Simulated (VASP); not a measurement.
## NiO: single point with PBE

The system is NiO.

```
CELL_PARAMETERS angstrom
0.00000 2.12681 2.12681
2.12681 0.00000 2.12681
2.12681 2.12681 0.00000
ATOMIC_POSITIONS crystal
Ni 0.00000 0.00000 0.00000
O 0.50000 0.50000 0.50000
```

```json
{
  "Program": "VASP 6.6.1",
  "Task": "single point",
  "Functional": "PBE",
  "Potentials or basis": "VASP PAW PBE potentials, release 64 (Ni, O)",
  "Cutoff": "520 eV",
  "k mesh": "11 × 11 × 11",
  "Occupations": "fermi-dirac, width 0.05 eV",
  "Spin": "collinear spin, ferromagnetic start",
  "Starting moments": "[1.0, 0.0] μB"
}
```

```
Pressure                                              : -4.7 GPa
Net moment                                            : 1.83 μB per cell
Site moments                                          : Ni +1.50; O +0.28 μB
Valence electrons inside the program's atomic spheres : Ni 8.89; O 4.96
```

Levels at points of the mesh, in eV from the Fermi level:
Spin up:
```tsv
k point	band 6	band 7	band 8	band 9	band 10	band 11	band 12	band 13
(0.00, 0.00, 0.00)	-2.71	-2.53	-2.53	-2.53	1.29	17.73	18.55	18.55
```
Spin down:
```tsv
k point	band 3	band 4	band 5	band 6	band 7	band 8	band 9	band 10	band 11	band 12
(0.00, 0.00, 0.00)	-2.18	-2.18	-1.69	-1.69	-1.69	-0.44	-0.44	1.65	17.66	18.77
```

Wall time 50 s on 1 thread of AMD EPYC 7R43 64-Core Processor (Zen 3), on a shared host, peak memory 0.13 GiB.

Caveat: a cell with one magnetic atom can't hold antiferromagnetic order, which such compounds often take; semilocal functionals often make such compounds metallic where correlation or magnetic order opens a gap, which also shifts bond lengths. With open d or f shells a metallic result of PBE can be an artefact of self-interaction; +U or a hybrid may open a gap.
